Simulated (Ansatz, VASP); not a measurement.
Na: VASP beside Ansatz

```xyz
1
Lattice="-2.0558 2.0558 2.0558 2.0558 -2.0558 2.0558 2.0558 2.0558 -2.0558" Properties=species:S:1:pos:R:3 pbc="T T T"
Na    0.0000    0.0000    0.0000
```

Alike in both runs: task relaxation of cell and atoms; functional PBEsol; k mesh 14 × 14 × 14; occupations gaussian, width 0.1 eV; no spin polarisation.

|  | VASP | Ansatz |
| --- | --- | --- |
| version | VASP 6.6.1 | Ansatz 0.2.0 |
| potentials or method | VASP PAW PBE potentials, release 64 (Na_pv), cutoff 600 eV | scalar-relativistic, plane waves, PAW |
| valence electrons in the cell | 7 | 9 |

Ansatz gave:

```
gap on the k mesh at the Fermi level, each at its own relaxed structure (eV) : none
relaxed volume (Å³/atom)                                                     : 36.22
relaxed cell length with the largest relative difference (Å)                 : 3.610
```

**Question.** What did VASP give for the same quantities?

**Answer.** gap on the k mesh at the Fermi level, each at its own relaxed structure (eV): none; relaxed volume (Å³/atom): 36.18; relaxed cell length with the largest relative difference (Å): 3.609.

VASP's potentials were made for PBE, not for PBEsol. A gap of «none» marks a metal or a gap that the smearing closes. VASP's potentials hold 7 valence electrons a cell and Ansatz's 9, so a difference there can come from the potentials and not from the codes.
